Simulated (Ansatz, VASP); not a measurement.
# BN in VASP and in Ansatz

```xyz
4
Lattice="2.5439 0.0000 0.0000 -1.2720 2.2031 0.0000 0.0000 0.0000 4.2078" Properties=species:S:1:pos:R:3 pbc="T T T"
B     1.2720    0.7344    0.0009
B     0.0000    1.4687    2.1048
N     1.2720    0.7344    1.5771
N     0.0000    1.4687    3.6810
```

Alike in both runs: task single point; functional PBE; k mesh 12 × 12 × 6; no spin polarisation.

|  | VASP | Ansatz |
| --- | --- | --- |
| version | VASP 6.6.1 | Ansatz 0.2.0 |
| potentials or method | VASP PAW PBE potentials, release 64 (B, N) | plane waves, PAW |
| plane-wave cutoff (eV) | 520 | 420 |
| occupations | gaussian, width 0.01 eV | fixed |
| valence electrons in the cell | 16 | 16 |

Ansatz gave:

```
gap on the k mesh at the Fermi level (eV)                     : 5.21
pressure (GPa)                                                : 4.7
traceless stress, the component that is largest in VASP (GPa) : -0.07
rms of the force components (eV/Å)                            : 0.004
```

Problem. What did VASP give for the same quantities?

Solution. gap on the k mesh at the Fermi level (eV): 5.19; pressure (GPa): 4.9; traceless stress, the component that is largest in VASP (GPa): -0.11; rms of the force components (eV/Å): 0.005.

Atom by atom the forces differ by 0.001 eV/Å (rms over components).
